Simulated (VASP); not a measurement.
A run of VASP 6.6.1 is set up as follows.

Contents of INCAR:

```
ALGO = Normal
EDIFF = 1E-6
ENCUT = 520
GGA = PS
ISIF = 2
ISMEAR = 0
ISPIN = 2
LASPH = T
LCHARG = F
LMAXMIX = 4
LORBIT = 11
LREAL = F
LWAVE = F
MAGMOM = 3 3 3 0 0
NBANDS = 38
NELM = 150
PREC = Accurate
SIGMA = 0.1
```

File KPOINTS:

```
k-points
0
Gamma
  6 6 6
```

File POSCAR:

```
Cr3PtN
1.0
    3.9133829233      0.0000000000      0.0000000000
    0.0000000000      3.9133829233      0.0000000000
    0.0000000000      0.0000000000      3.9133829233
Cr Pt N
3 1 1
Direct
    0.5000000000      0.0000000000      0.5000000000
    0.0000000000      0.5000000000      0.5000000000
    0.5000000000      0.5000000000      0.0000000000
    0.0000000000      0.0000000000      0.0000000000
    0.5000000000      0.5000000000      0.5000000000
```

Potentials or basis: VASP PAW PBE potentials, release 64 (Cr_pv, Pt, N).

Command:

```sh
$ cat potpaw_PBE.64/Cr_pv/POTCAR potpaw_PBE.64/Pt/POTCAR potpaw_PBE.64/N/POTCAR > POTCAR
$ mpirun -np 1 vasp_std > vasp.out
```

Question: Predict the net moment.

Answer: 2.07 μB per cell.

Question: Estimate the site moments.

Answer: Cr +0.65; Pt +0.06; N -0.02 μB.

Question: Predict the pressure.

Answer: -22.6 GPa.

Caveat: the cell stands under tension; the PAW data sets were made with another functional, which shifts forces and pressure a little.
